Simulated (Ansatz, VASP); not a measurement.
## One calculation of O, two programs

```
O
1.0
     2.42097   -1.60008    0.00000
     2.42097    1.60008    0.00000
     0.00000    0.00000    6.52711
O
4
Cartesian
  2.4210 -1.1201 0.7637
  2.4210 -0.4800 4.0272
  2.4210 1.1201 5.7634
  2.4210 0.4800 2.4999
```

Alike in both runs: task relaxation of cell and atoms; functional PBE; k mesh 6 × 6 × 4; occupations gaussian, width 0.1 eV; no spin polarisation.

|  | VASP | Ansatz |
| --- | --- | --- |
| version | VASP 6.6.1 | Ansatz 0.2.0 |
| potentials or method | VASP PAW PBE potentials, release 64 (O), cutoff 600 eV | scalar-relativistic, plane waves, PAW |
| valence electrons in the cell | 24 | 24 |

```csv
,VASP,Ansatz,Ansatz less VASP
relaxed volume (Å³/atom),15.08,12.58,-2.501
relaxed cell length with the largest relative difference (Å),3.238,2.393,-0.8457
```

One of these differences is far larger than is usual between the two programs; its cause wasn't traced.

The k mesh is coarse, so the values compare programs but aren't converged. Noted on VASP's run: spin is off for a triplet molecule; the volume moved by over 15 % at a fixed basis, so the end points are rough.
